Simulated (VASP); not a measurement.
Ta: single point with LDA

Crystal: Ta.

```xyz
1
Lattice="-1.6266 1.6266 1.6266 1.6266 -1.6266 1.6266 1.6266 1.6266 -1.6266" Properties=species:S:1:pos:R:3 pbc="T T T"
Ta    0.0000    0.0000    0.0000
```

```
Program             : VASP 6.6.1
Task                : single point
Functional          : LDA
Potentials or basis : VASP PAW LDA potentials, release 64 (Ta_pv)
Cutoff              : 520 eV
k mesh              : 24 × 24 × 24
Occupations         : gaussian, width 0.1 eV
Spin                : no spin polarisation
```

```
Pressure : 0.9 GPa
```

Levels at points of the mesh, in eV from the Fermi level:
| k point | band 4 | band 5 | band 6 | band 7 | band 8 | band 9 |
| --- | --- | --- | --- | --- | --- | --- |
| (0.00, 0.00, 0.00) | -8.00 | 0.68 | 0.68 | 0.68 | 4.10 | 4.10 |
| (0.50, 0.00, 0.00) | -4.57 | -1.71 | 1.97 | 4.01 | 5.08 | 8.22 |
| (0.50, 0.50, 0.50) | -4.08 | -4.08 | 7.17 | 7.17 | 7.17 | 9.19 |

It took 28 s on 1 thread of Intel(R) Xeon(R) Platinum 8488C (Sapphire Rapids), with other jobs on the host, peak memory 0.19 GiB.

Caveat: spin-orbit coupling is left out, which moves the levels of the heavy elements.
